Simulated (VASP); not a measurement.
The system is NaC8.

```xyz
9
Lattice="4.9120 0.0000 0.0000 -2.4560 4.2539 0.0000 0.0000 0.0000 3.3327" Properties=species:S:1:pos:R:3 pbc="T T T"
Na    0.0000    0.0000    1.6663
C     1.2280    0.7090    0.0000
C     0.0000    2.8360    0.0000
C     3.6840    0.7090    0.0000
C     2.4560    2.8360    0.0000
C     0.0000    1.4180    0.0000
C    -1.2280    3.5450    0.0000
C     2.4560    1.4180    0.0000
C     1.2280    3.5450    0.0000
```

| Item | Value |
| --- | --- |
| Program | VASP 6.6.1 |
| Task | relaxation of cell and atoms |
| Functional | PBE |
| Dispersion | D3(BJ) |
| Potentials or basis | VASP PAW PBE potentials, release 64 (Na_sv, C) |
| Cutoff | 970 eV |
| k mesh | 6 × 6 × 6 |
| Occupations | gaussian, width 0.1 eV |
| Spin | no spin polarisation |

At the start: pressure 26.9 GPa; volume 7.74 Å³/atom.

Task: Where does the relaxation end?

Result: Over 16 steps the energy falls by 243.0 meV/atom and the volume is 10.36 Å³/atom (+33.9 %); space group P6/mmm (No. 191, to 0.1 Å) before and after.

The path:
```csv
step,energy change (eV),largest force (eV/Å),pressure (GPa),volume (Å³)
1,0.0000,1.7443,26.87,69.64
2,-0.0009,3.9082,-10.56,83.51
3,-0.7121,1.5001,4.46,75.93
4,-1.5185,0.3233,-5.40,83.72
5,-1.6382,1.3087,-9.20,88.43
6,-2.1089,0.7961,-0.64,90.40
7,-2.1557,0.5339,3.72,91.22
8,-2.1562,0.5533,3.40,91.16
9,-2.1806,0.3216,0.88,92.60
10,-2.1822,0.1517,1.35,92.31
11,-2.1853,0.0160,-0.16,92.92
12,-2.1853,0.0272,-0.03,92.86
13,-2.1859,0.0205,0.10,92.92
14,-2.1861,0.0875,0.28,92.99
15,-2.1864,0.0725,0.31,93.06
16,-2.1869,0.0272,0.38,93.25
```

Final structure:
```yaml
crystal:
  lattice:
    - [4.97359, 0.00000, 0.00000]
    - [-2.48679, 4.30725, 0.00000]
    - [0.00000, 0.00000, 4.35310]
  atoms:
    - { symbol: Na, position: [0.00000, 0.00000, 0.50000] }
    - { symbol: C, position: [0.33476, 0.16738, 0.00000] }
    - { symbol: C, position: [0.33333, 0.66667, 0.00000] }
    - { symbol: C, position: [0.83262, 0.16738, 0.00000] }
    - { symbol: C, position: [0.83262, 0.66524, 0.00000] }
    - { symbol: C, position: [0.16738, 0.33476, 0.00000] }
    - { symbol: C, position: [0.16738, 0.83262, 0.00000] }
    - { symbol: C, position: [0.66667, 0.33333, 0.00000] }
    - { symbol: C, position: [0.66524, 0.83262, 0.00000] }
```

Caveat: the volume moved by over 15 % at a fixed basis, so the end points are rough.
